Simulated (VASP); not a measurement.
Ge:

```
Ge
1.0
     1.39715   -2.60052    0.00000
     1.39715    2.60052    0.00000
     0.00000    0.00000    2.69823
Ge
1
Direct
  0.50000 0.50000 0.00000
```

| Quantity | Value |
| --- | --- |
| Program | VASP 6.6.1 |
| Task | relaxation of cell and atoms |
| Functional | PBEsol |
| Potentials or basis | VASP PAW PBE potentials, release 64 (Ge_d) |
| Cutoff | 600 eV |
| k mesh | 11 × 11 × 10 |
| Occupations | fermi-dirac, width 0.05 eV |
| Spin | no spin polarisation |

At the start: pressure -4.2 GPa; volume 19.61 Å³/atom.

Where does the relaxation end?

Over 11 steps the energy falls by 20.4 meV/atom and the volume is 18.42 Å³/atom (-6.0 %); space group Cmmm (No. 65, to 0.05 Å).

Step by step:
```
step  energy change (eV)  largest force (eV/Å)  pressure (GPa)  volume (Å³)
   1              0.0000                0.0000           -4.16        19.61
   2             -0.0176                0.0000            1.00        18.20
   3             -0.0180                0.0000            0.17        18.37
   4             -0.0180                0.0000            0.48        18.34
   5             -0.0197                0.0000            0.25        18.36
   6             -0.0202                0.0000            0.18        18.37
   7             -0.0203                0.0000            0.07        18.38
   8             -0.0204                0.0000            0.10        18.38
   9             -0.0204                0.0000            0.16        18.38
  10             -0.0204                0.0000           -0.15        18.44
  11             -0.0204                0.0000           -0.03        18.42
```

Final structure:
```
Ge
1.0
     1.39811   -2.46721    0.00000
     1.39811    2.46721    0.00000
     0.00000    0.00000    2.67063
Ge
1
Direct
  0.50000 0.50000 0.00000
```

Caveat: the PAW data sets were made with another functional, which shifts forces and pressure a little.
